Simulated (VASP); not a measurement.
The system is BeSe.

```
Be Se
1.0
     0.00000    2.53500    2.53500
     2.53500    0.00000    2.53500
     2.53500    2.53500    0.00000
Be Se
1 1
Direct
  0.00000 0.00000 0.00000
  0.25000 0.25000 0.25000
```

| Item | Value |
| --- | --- |
| Program | VASP 6.6.1 |
| Task | relaxation of cell and atoms |
| Functional | PBEsol |
| Potentials or basis | VASP PAW PBE potentials, release 64 (Be, Se) |
| Cutoff | 600 eV |
| k mesh | 7 × 7 × 7 |
| Occupations | fermi-dirac, width 0.01 eV |
| Spin | no spin polarisation |

At the start: pressure 3.3 GPa; volume 16.29 Å³/atom.

Where does the relaxation end?

Over 3 steps the energy falls by 6.4 meV/atom and the volume is 16.93 Å³/atom (+3.9 %); space group F-43m (No. 216, to 0.1 Å) before and after.

The path:
```
step  energy change (eV)  largest force (eV/Å)  pressure (GPa)  volume (Å³)
   1              0.0000                0.0000            3.30        32.58
   2             -0.0120                0.0000           -0.75        34.19
   3             -0.0127                0.0000            0.01        33.86
```

Final structure:
```
Be Se
1.0
     0.00000    2.56770    2.56770
     2.56770    0.00000    2.56770
     2.56770    2.56770    0.00000
Be Se
1 1
Direct
  0.00000 0.00000 0.00000
  0.25000 0.25000 0.25000
```

Caveat: the PAW data sets were made with another functional, which shifts forces and pressure a little.
